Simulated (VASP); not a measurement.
# Li2S (Fm-3m) in VASP: a series of runs

The runs below take Li2S through relaxation of cell and atoms, with r2SCAN.

All numbers are computed with VASP 6.6.1; they aren't measurements. Logs are shortened: lines on timing, memory, paths and dates and some standing lists are left out, and cuts for length are marked.

## (1) The cell of the first run

It takes space group Fm-3m (No. 225, cubic). The conventional cell has a = 5.765 Å, b = 5.765 Å, c = 5.765 Å, α = 90.00°, β = 90.00°, γ = 90.00°. Li (site symmetry -43m) has 4 S at 2.50 Å and 6 Li at 2.88 Å within 3.3 Å. Within 3.3 Å of S (site symmetry m-3m) lie 8 Li at 2.50 Å.

## (2) Relaxation of cell and atoms, r2SCAN

Input file POSCAR:

```
Li2S
1.0
    0.0000000000      2.8825660000      2.8825660000
    2.8825660000      0.0000000000      2.8825660000
    2.8825660000      2.8825660000      0.0000000000
Li S
2 1
Direct
    0.2500000000      0.2500000000      0.2500000000
    0.7500000000      0.7500000000      0.7500000000
    0.0000000000      0.0000000000      0.0000000000
```

Input file INCAR.step1:

```
PREC = Accurate
ENCUT = 830
ISMEAR = -5
SIGMA = 0.1
LREAL = F
LASPH = T
NELM = 120
GGA = PE
ALGO = Normal
EDIFF = 1E-5
LWAVE = T
LCHARG = F
GGA_COMPAT = F
IBRION = 2
ISIF = 3
EDIFFG = -0.005
NELMIN = 4
NSW = 100
```

Input file INCAR.step2:

```
PREC = Accurate
ENCUT = 830
EDIFF = 1E-7
ISMEAR = -5
SIGMA = 0.1
LREAL = F
LASPH = T
NELM = 120
ALGO = Normal
ISIF = 3
LWAVE = F
LCHARG = F
METAGGA = R2SCAN
LMIXTAU = T
IBRION = 2
NSW = 60
EDIFFG = -0.01
ISTART = 1
GGA_COMPAT = F
NELMIN = 4
```

Input file KPOINTS:

```
regular mesh
0
Gamma
  8 8 8
```

Potentials or basis: VASP PAW PBE potentials, release 64 (Li_sv, S).

Started as:

```console
> cat potpaw_PBE.64/Li_sv/POTCAR potpaw_PBE.64/S/POTCAR > POTCAR
> cp INCAR.step1 INCAR
> mpirun -np 1 vasp_std > vasp.out
> cp INCAR.step2 INCAR
> mpirun -np 1 vasp_std > vasp.out
```

OUTCAR:

```text
PREC = Accurate
   ENCUT = 830
   EDIFF = 1E-7
   ISMEAR = -5
   LREAL = F
   LASPH = T
   NELM = 120
   ISIF = 3
   METAGGA = R2SCAN
   IBRION = 2
   NSW = 60
   EDIFFG = -0.01
   ISTART = 1
   NELMIN = 4

 ion  position               nearest neighbor table
   1  0.250  0.250  0.250-   3 2.50   3 2.50   3 2.50   3 2.50
   2  0.750  0.750  0.750-   3 2.50   3 2.50   3 2.50   3 2.50
   3  0.000  0.000  0.000-   2 2.50   2 2.50   2 2.50   1 2.50   1 2.50   1 2.50   2 2.50   1 2.50

  LATTYP: Found a face centered cubic cell.
 ALAT       =     5.7651320000

  Lattice vectors:

 A1 = (   0.0000000000,   2.8825660000,   2.8825660000)
 A2 = (   2.8825660000,   0.0000000000,   2.8825660000)
 A3 = (   2.8825660000,   2.8825660000,   0.0000000000)

Analysis of symmetry for initial positions (statically):
=====================================================================
 Subroutine PRICEL returns:
 Original cell was already a primitive cell.

 Routine SETGRP: Setting up the symmetry group for a
 face centered cubic supercell.

 Subroutine GETGRP returns: Found 48 space group operations
 (whereof 48 operations were pure point group operations)
 out of a pool of 48 trial point group operations.

The static configuration has the point symmetry O_h .

Analysis of symmetry for dynamics (positions and initial velocities):
=====================================================================
 Subroutine PRICEL returns:
 Original cell was already a primitive cell.

 Routine SETGRP: Setting up the symmetry group for a
 face centered cubic supercell.

 Subroutine GETGRP returns: Found 48 space group operations
 (whereof 48 operations were pure point group operations)
 out of a pool of 48 trial point group operations.

The dynamic configuration has the point symmetry O_h .

 Subroutine INISYM returns: Found 48 space group operations
 (whereof 48 operations are pure point group operations),
 and found     1 'primitive' translations

----------------------------------------------------------------------------------------

                                     Primitive cell

  volume of cell :      47.9036

  direct lattice vectors                    reciprocal lattice vectors
     0.000000000  2.882566000  2.882566000    -0.173456566  0.173456566  0.173456566
     2.882566000  0.000000000  2.882566000     0.173456566 -0.173456566  0.173456566
     2.882566000  2.882566000  0.000000000     0.173456566  0.173456566 -0.173456566

  length of vectors
     4.076563932  4.076563932  4.076563932     0.300435585  0.300435585  0.300435585

  position of ions in fractional coordinates (direct lattice)
     0.250000000  0.250000000  0.250000000
     0.750000000  0.750000000  0.750000000
     0.000000000  0.000000000  0.000000000

  ion indices of the primitive-cell ions
   primitive index   ion index
                 1           1
                 2           2
                 3           3

----------------------------------------------------------------------------------------

 KPOINTS: regular mesh

Automatic generation of k-mesh.
 Grid dimensions read from file:
 generate k-points for:    8    8    8

 Generating k-lattice:

  Cartesian coordinates                     Fractional coordinates (reciprocal lattice)
    -0.021682071  0.021682071  0.021682071     0.125000000  0.000000000  0.000000000
     0.021682071 -0.021682071  0.021682071     0.000000000  0.125000000  0.000000000
     0.021682071  0.021682071 -0.021682071     0.000000000  0.000000000  0.125000000

  Length of vectors
     0.037554448  0.037554448  0.037554448

  Shift w.r.t. Gamma in fractional coordinates (k-lattice)
     0.000000000  0.000000000  0.000000000

 TETIRR: Found     76 inequivalent tetrahedra from     3072

 Subroutine IBZKPT returns following result:
 ===========================================

 Found     29 irreducible k-points:

 Following reciprocal coordinates:
            Coordinates               Weight
  0.000000  0.000000  0.000000      1.000000
  0.125000  0.000000  0.000000      8.000000
  0.250000  0.000000  0.000000      8.000000
  0.375000  0.000000  0.000000      8.000000
  0.500000  0.000000  0.000000      4.000000
  0.125000  0.125000  0.000000      6.000000
[... 16 lines left out ...]
  0.500000  0.250000  0.125000     48.000000
 -0.375000  0.250000  0.125000     24.000000
 [... further k-points ...]
   k-points           NKPTS =     29   k-points in BZ     NKDIM =     29   number of bands    NBANDS=     10
   number of dos      NEDOS =    301   number of ions     NIONS =      3
   total plane-waves  NPLWV =  64000
   dimension x,y,z NGX =    40 NGY =   40 NGZ =   40
   dimension x,y,z NGXF=    80 NGYF=   80 NGZF=   80
   ions per type =               2   1
   NGX,Y,Z   is equivalent  to a cutoff of  16.31, 16.31, 16.31 a.u.
   NGXF,Y,Z  is equivalent  to a cutoff of  32.62, 32.62, 32.62 a.u.
 SYSTEM =  unknown system
   PREC   = accura    normal or accurate (medium, high low for compatibility)
   ISTART =      1    job   : 0-new  1-cont  2-samecut
   ICHARG =      0    charge: 1-file 2-atom 10-const
   ISPIN  =      1    spin polarized calculation?
   LNONCOLLINEAR =      F non collinear calculations
   LSORBIT =      F    spin-orbit coupling
   LASPH  =      T    aspherical Exc in radial PAW
   ENCUT  =  830.0 eV  61.00 Ry    7.81 a.u.   9.58  9.58  9.58*2*pi/ulx,y,z
   NELM   =    120;   NELMIN=  4; NELMDL=  0     # of ELM steps
   EDIFF  = 0.1E-06   stopping-criterion for ELM
   LREAL  =      F    real-space projection
   EDIFFG = -.1E-01   stopping-criterion for IOM
   NSW    =     60    number of steps for IOM
   IBRION =      2    ionic relax: 0-MD 1-quasi-New 2-CG
   NFREE  =      1    steps in history (QN), initial steepest desc. (CG)
   ISIF   =      3    stress and relaxation
   ISYM   =      2    0-nonsym 1-usesym 2-fastsym
   POTIM  = 0.5000    time-step for ionic-motion
   TEBEG  =    0.0;   TEEND  =   0.0 temperature during run
   PSTRESS=    0.0 pullay stress
   NELECT =      12.0000    total number of electrons
   NUPDOWN=      -1.0000    fix difference up-down
   EMIN   =  10.00;   EMAX   =-10.00  energy-range for DOS
   EFERMI =   0.00;   METHOD = LEGACY
   ISMEAR =    -5;   SIGMA  =   0.10  broadening in eV -4-tet -1-fermi 0-gaus
   EFERMI_NEDOS =   21; number of points for ismear=-14 and -15
   IALGO  =     38    algorithm
   IMIX   =      4    mixing-type and parameters
     AMIX     =   0.40;   BMIX     =  1.00
     AMIX_MAG =   1.60;   BMIX_MAG =  1.00
  volume/ion in A,a.u.               =      15.97       107.76
  Fermi-wavevector in a.u.,A,eV,Ry     =   1.031999  1.950196 14.490506  1.065022
  Thomas-Fermi vector in A             =   2.166175
   LORBIT       =      0    0 simple, 1 ext, 2 COOP (PROOUT), +10 PAW based schemes
   METAGGA = R2SCAN    functional components
   LHFCALC =     F    Hartree Fock is set to
   AEXX    =    0.0000 exact exchange contribution
   IVDW    =     0    specifies the selected vdW correction
   LEPSILON=     F    determine dielectric tensor
   LRPA    =     F    only Hartree local field effects (RPA)
 conjugate gradient relaxation of ions
 non-spin polarized calculation
 Fermi weights with tetrahedron method with Bloechl corrections
  energy-cutoff  :      830.00
  volume of cell :       47.90
 maximum number of plane-waves:      2640
 NGX is ok and might be reduce to    40
   NGX = 19   NGY = 19   NGZ = 19

--------------------------------------- Ionic step        1  -------------------------------------------

 number of electron      11.9999998 magnetization

 Free energy of the ion-electron system (eV)
  ---------------------------------------------------
  ext. energy  EPLUGINS =         0.00000000
  ---------------------------------------------------
  free energy    TOTEN  =       -17.37291860 eV

  energy without entropy =      -17.37291860  energy(sigma->0) =      -17.37291860

------------------------ aborting loop because EDIFF is reached ----------------------------------------

  FORCE on cell =-STRESS in cart. coord.  units (eV):
  Direction    XX          YY          ZZ          XY          YZ          ZX
  --------------------------------------------------------------------------------------
  -------------------------------------------------------------------------------------
  Total       -0.5193782     -0.5193782     -0.5193782     -0.0000000      0.0000000     -0.0000000
  in kB      -17.3710670    -17.3710670    -17.3710670     -0.0000000      0.0000000     -0.0000000
  external PRESSURE =     -17.3710670 kB  Pullay stress =       0.0000000 kB

 VOLUME and BASIS-vectors are now :
 -----------------------------------------------------------------------------
  energy-cutoff  :      830.00
  volume of cell :       47.90
      direct lattice vectors                 reciprocal lattice vectors
     0.000000000  2.882566000  2.882566000    -0.173456566  0.173456566  0.173456566
     2.882566000  0.000000000  2.882566000     0.173456566 -0.173456566  0.173456566
     2.882566000  2.882566000  0.000000000     0.173456566  0.173456566 -0.173456566
[... 75 lines left out ...]
 POSITION                                       TOTAL-FORCE (eV/Angst)
 -----------------------------------------------------------------------------------
      1.42223      1.42223      1.42223         0.000000      0.000000      0.000000
      4.26669      4.26669      4.26669        -0.000000     -0.000000     -0.000000
      0.00000      0.00000      0.00000         0.000000      0.000000     -0.000000
 -----------------------------------------------------------------------------------
    total drift:                                0.000000     -0.000000      0.000000

  FREE ENERGIE OF THE ION-ELECTRON SYSTEM (eV)
  ---------------------------------------------------
  free  energy   TOTEN  =       -17.3844534691 eV

  energy  without entropy=      -17.3844534691  energy(sigma->0) =      -17.38445347

--------------------------------------- Ionic step        4  -------------------------------------------

 number of electron      12.0000004 magnetization

 Free energy of the ion-electron system (eV)
  ---------------------------------------------------
  ext. energy  EPLUGINS =         0.00000000
  ---------------------------------------------------
  free energy    TOTEN  =       -17.38454482 eV

  energy without entropy =      -17.38454482  energy(sigma->0) =      -17.38454482

 E-fermi :   1.3408     XC(G=0):  -8.9445

 val. band max:        1.2423167944   @ k =   0.0000   0.0000   0.0000
 cond. band min:       5.0956942879   @ k =   0.5000   0.5000   0.0000
 fundamental gap:      3.8533774935
 Fermi energy:         1.3407938659

 k-point     1 :       0.0000    0.0000    0.0000
  band No.  band energies     occupation
      1     -44.3523      2.00000
      2     -44.3099      2.00000
      3     -10.2578      2.00000
      4       1.2423      2.00000
      5       1.2423      2.00000
      6       1.2423      2.00000
      7       6.3197      0.00000
      8       8.1528      0.00000
      9       8.1528      0.00000
     10       8.1528      0.00000

 k-point     2 :       0.1250    0.0000    0.0000
  band No.  band energies     occupation
      1     -44.3506      2.00000
      2     -44.3114      2.00000
      3     -10.1994      2.00000
      4       0.6585      2.00000
      5       1.1542      2.00000
      6       1.1542      2.00000
      7       6.7387      0.00000
      8       8.3983      0.00000
      9       8.3983      0.00000
     10       8.5303      0.00000
[... 274 lines left out ...]
 k-point    24 :      -0.3750    0.2500    0.1250
  band No.  band energies     occupation
      1     -44.3301      2.00000
      2     -44.3300      2.00000
      3      -9.7429      2.00000
      4      -1.3594      2.00000
      5      -0.0048      2.00000
      6       0.3284      2.00000
      7       7.6476      0.00000
      8       8.6871      0.00000
      9      10.4026      0.00000
     10      11.0672      0.00000

 [... further k-points ...]

------------------------ aborting loop because EDIFF is reached ----------------------------------------

  FORCE on cell =-STRESS in cart. coord.  units (eV):
  Direction    XX          YY          ZZ          XY          YZ          ZX
  --------------------------------------------------------------------------------------
  -------------------------------------------------------------------------------------
  Total       -0.0000333     -0.0000333     -0.0000333      0.0000000     -0.0000000      0.0000000
  in kB       -0.0011635     -0.0011635     -0.0011635      0.0000000     -0.0000000      0.0000000
  external PRESSURE =      -0.0011635 kB  Pullay stress =       0.0000000 kB

 VOLUME and BASIS-vectors are now :
 -----------------------------------------------------------------------------
  energy-cutoff  :      830.00
  volume of cell :       45.85
      direct lattice vectors                 reciprocal lattice vectors
    -0.000000000  2.840688745  2.840688745    -0.176013652  0.176013652  0.176013652
     2.840688745  0.000000000  2.840688745     0.176013652 -0.176013652  0.176013652
     2.840688745  2.840688745 -0.000000000     0.176013652  0.176013652 -0.176013652

 POSITION                                       TOTAL-FORCE (eV/Angst)
 -----------------------------------------------------------------------------------
      1.42034      1.42034      1.42034         0.000000     -0.000000      0.000000
      4.26103      4.26103      4.26103        -0.000000      0.000000     -0.000000
      2.84069      5.68138      2.84069         0.000000     -0.000000     -0.000000
 -----------------------------------------------------------------------------------
    total drift:                               -0.000000     -0.000000      0.000000

  FREE ENERGIE OF THE ION-ELECTRON SYSTEM (eV)
  ---------------------------------------------------
  free  energy   TOTEN  =       -17.3845448154 eV

  energy  without entropy=      -17.3845448154  energy(sigma->0) =      -17.38454482

 reached required accuracy - stopping structural energy minimisation
```

It took 8 min on 1 thread of AMD EPYC 7R13 (Zen 3), shared host; peak memory 0.24 GiB.

Results:

```
Free energy                           : -17.3845 eV
Relaxed volume                        : 15.28 Å³/atom
Relaxed cell                          : a = 4.017 Å, b = 4.017 Å, c = 4.017 Å, α = 60.00°, β = 60.00°, γ = 60.00°
Space group after relaxing (to 0.1 Å) : Fm-3m (No. 225)
Energy gained by relaxing             : 3.9 meV/atom
Ionic steps                           : 4
Pressure after relaxing               : 0.0 GPa
Band gap on the k mesh                : 3.85 eV (least direct gap 5.08 eV)
```

The path:
| step | energy change (eV) | largest force (eV/Å) | pressure (GPa) | volume (Å³) |
| --- | --- | --- | --- | --- |
| 1 | 0.0000 | 0.0000 | -1.74 | 47.90 |
| 2 | -0.0095 | 0.0000 | -0.77 | 46.71 |
| 3 | -0.0115 | 0.0000 | -0.16 | 46.03 |
| 4 | -0.0116 | 0.0000 | 0.00 | 45.85 |

Final structure:
```yaml
crystal:
  lattice:
    - [0.00000, 2.84069, 2.84069]
    - [2.84069, 0.00000, 2.84069]
    - [2.84069, 2.84069, 0.00000]
  atoms:
    - { symbol: Li, position: [0.25000, 0.25000, 0.25000] }
    - { symbol: Li, position: [0.75000, 0.75000, 0.75000] }
    - { symbol: S, position: [0.00000, 0.00000, 0.00000] }
```

Caveat: the PAW data sets were made with another functional, which shifts forces and pressure a little. r2SCAN opens gaps a little over a GGA but as a rule still falls short of measured ones.

(Continued in part 2 of 2.)
